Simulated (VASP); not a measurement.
Crystal: Nb2B3C.

```
Nb B C
1.0
     3.44245    0.00000    0.00000
     0.00000    3.44245    0.00000
     0.00000    0.00000    7.02568
Nb B C
2 3 1
Direct
  0.00000 0.00000 0.50000
  0.50000 0.50000 0.00000
  0.50000 0.50000 0.50000
  0.50000 0.50000 0.73528
  0.50000 0.50000 0.26472
  0.00000 0.00000 0.00000
```

The cell was built from a structure type or drawn by symmetry, and may not be a known phase.

* Program: VASP 6.6.1
* Task: relaxation of cell and atoms
* Functional: PBE
* Potentials or basis: VASP PAW PBE potentials, release 64 (Nb_sv, B, C)
* Cutoff: 600 eV
* k mesh: 6 × 6 × 4
* Occupations: gaussian, width 0.1 eV
* Spin: no spin polarisation

At the start: pressure -10.3 GPa; volume 13.88 Å³/atom.

Q: Where does the relaxation end?

A: Over 10 steps the energy falls by 711.1 meV/atom and the volume is 12.81 Å³/atom (-7.7 %); space group P4/mmm (No. 123, to 0.1 Å) before and after.

Step by step:
```tsv
step	energy change (eV)	largest force (eV/Å)	pressure (GPa)	volume (Å³)
1	0.0000	6.6688	-10.31	83.26
2	-3.7944	2.8849	17.23	71.64
3	-4.0855	1.2983	7.06	73.89
4	-4.0919	1.0655	5.89	74.21
5	-4.2428	0.4400	-3.34	78.32
6	-4.2588	0.1459	-1.14	77.17
7	-4.2590	0.1725	-1.36	77.28
8	-4.2650	0.0713	0.93	76.47
9	-4.2659	0.0961	0.31	76.68
10	-4.2667	0.0242	0.05	76.85
```

Final structure:
```yaml
crystal:
  lattice:
    - [3.09398, 0.00000, 0.00000]
    - [0.00000, 3.09398, 0.00000]
    - [0.00000, 0.00000, 8.02822]
  atoms:
    - { symbol: Nb, position: [0.00000, 0.00000, 0.50000] }
    - { symbol: Nb, position: [0.50000, 0.50000, 0.00000] }
    - { symbol: B, position: [0.50000, 0.50000, 0.50000] }
    - { symbol: B, position: [0.50000, 0.50000, 0.70027] }
    - { symbol: B, position: [0.50000, 0.50000, 0.29973] }
    - { symbol: C, position: [0.00000, 0.00000, 0.00000] }
```
